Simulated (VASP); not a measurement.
# AlPt3C: single point with PBEsol

AlPt3C:

```
Al Pt C
1.0
     4.18515    0.00000    0.00000
     0.00000    4.18515    0.00000
     0.00000    0.00000    4.18515
Al Pt C
1 3 1
Direct
  0.00000 0.00000 0.00000
  0.00000 0.50000 0.50000
  0.50000 0.00000 0.50000
  0.50000 0.50000 0.00000
  0.50000 0.50000 0.50000
```

```yaml
Program: VASP 6.6.1
Task: single point
Functional: PBEsol
Potentials_or_basis: VASP PAW PBE potentials, release 64 (Al, Pt, C)
Cutoff: 520 eV
k_mesh: 4 × 4 × 4
Occupations: methfessel-paxton, width 0.025 eV
Spin: no spin polarisation
```

```json
{"Pressure": "-7.8 GPa", "Band gap on the k mesh": "zero (an odd number of electrons rules out a gap without spin polarisation)"}
```

Levels at points of the mesh, in eV from the Fermi level:
| k point | band 15 | band 16 | band 17 | band 18 | band 19 | band 20 | band 21 | band 22 | band 23 | band 24 |
| --- | --- | --- | --- | --- | --- | --- | --- | --- | --- | --- |
| (0.00, 0.00, 0.00) | -2.90 | -1.05 | -1.03 | -1.03 | -1.03 | 1.02 | 1.02 | 1.02 | 2.27 | 3.74 |
| (0.50, 0.00, 0.00) | -2.95 | -2.35 | -1.03 | -0.39 | -0.39 | 0.89 | 2.83 | 3.50 | 3.50 | 3.75 |
| (0.50, 0.50, 0.00) | -2.72 | -2.31 | -1.78 | -0.55 | -0.55 | 0.85 | 1.87 | 4.29 | 4.53 | 4.53 |
| (0.50, 0.50, 0.50) | -2.45 | -2.45 | -1.23 | -1.23 | -1.23 | 0.83 | 0.83 | 0.83 | 1.06 | 8.01 |

Run time: 39 s on 1 thread of AMD EPYC 7R13, on a shared host, peak memory 0.16 GiB.

Caveat: the k points lie up to 0.38 Å⁻¹ apart, too coarse for converged energies and pressures of a metal; the PAW data sets were made with another functional, which shifts forces and pressure a little; spin-orbit coupling is left out, which moves the levels of the heavy elements.
